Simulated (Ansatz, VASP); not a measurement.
# As in VASP and in Ansatz

Contents of POSCAR:

```
As
1.0
    2.7036817444      0.0000000000      0.0000000000
    0.0000000000      2.7036817444      0.0000000000
    0.0000000000      0.0000000000      2.7036817444
As
1
Direct
    0.5000000000      0.5000000000      0.5000000000
```

INCAR.step1

```
SYSTEM = As
ALGO = Normal
EDIFF = 1E-5
EDIFFG = -0.005
ENCUT = 550
GGA = PE
GGA_COMPAT = .False.
IBRION = 2
ISIF = 3
ISMEAR = 0
LASPH = .True.
LCHARG = .False.
LREAL = .False.
LWAVE = .True.
NELM = 120
NELMIN = 4
NSW = 100
PREC = Accurate
SIGMA = 0.1
```

Contents of INCAR.step2:

```
SYSTEM = As
ALGO = Normal
EDIFF = 1E-7
EDIFFG = -0.01
ENCUT = 550
GGA_COMPAT = .False.
IBRION = 2
ISIF = 3
ISMEAR = 0
ISTART = 1
LASPH = .True.
LCHARG = .False.
LMIXTAU = .True.
LREAL = .False.
LWAVE = .False.
METAGGA = R2SCAN
NELM = 120
NELMIN = 4
NSW = 100
PREC = Accurate
SIGMA = 0.1
```

KPOINTS

```
k-points
0
Gamma
  16 16 16
  0 0 0
```

Input for Ansatz:

```yaml
crystal:
  lattice:
    - [2.7036817444, 0.0, 0.0]
    - [0.0, 2.7036817444, 0.0]
    - [0.0, 0.0, 2.7036817444]
  atoms:
    - { symbol: As, position: [0.5, 0.5, 0.5] }
basis:
  ecutwfc: 500
kpoints:
  mp_grid: { grid: [16, 16, 16] }
hamiltonian:
  xc: r2scan
scf:
  occupations: { method: gaussian, width: 0.1 }
output:
  forces: true
  stress: true
  eigenvalues: true
relax:
  adjacent_minimum: "off"
  f_tol: 0.01
  max_steps: 80
  cell: { stress_tol: 0.05 }
```

Alike in both runs: task relaxation of cell and atoms; functional r2SCAN; k mesh 16 × 16 × 16; occupations gaussian, width 0.1 eV; no spin polarisation.

```csv
,VASP,Ansatz
version,VASP 6.6.1,Ansatz 0.2.0
potentials or method,"VASP PAW PBE potentials, release 64 (As), cutoff 550 eV","scalar-relativistic, plane waves, PAW"
valence electrons in the cell,5,15
```

Ansatz gave:

| Item | Value |
| --- | --- |
| gap on the k mesh at the Fermi level, each at its own relaxed structure (eV) | none |
| relaxed volume (Å³/atom) | 19.80 |
| relaxed cell length with the largest relative difference (Å) | 2.705 |

Task: Estimate VASP's values.

Result: gap on the k mesh at the Fermi level, each at its own relaxed structure (eV): none; relaxed volume (Å³/atom): 19.79; relaxed cell length with the largest relative difference (Å): 2.705.

VASP's potentials were made for PBE, not for r2SCAN. A gap of «none» marks a metal or a gap that the smearing closes. VASP's potentials hold 5 valence electrons a cell and Ansatz's 15, so a difference there can come from the potentials and not from the codes.
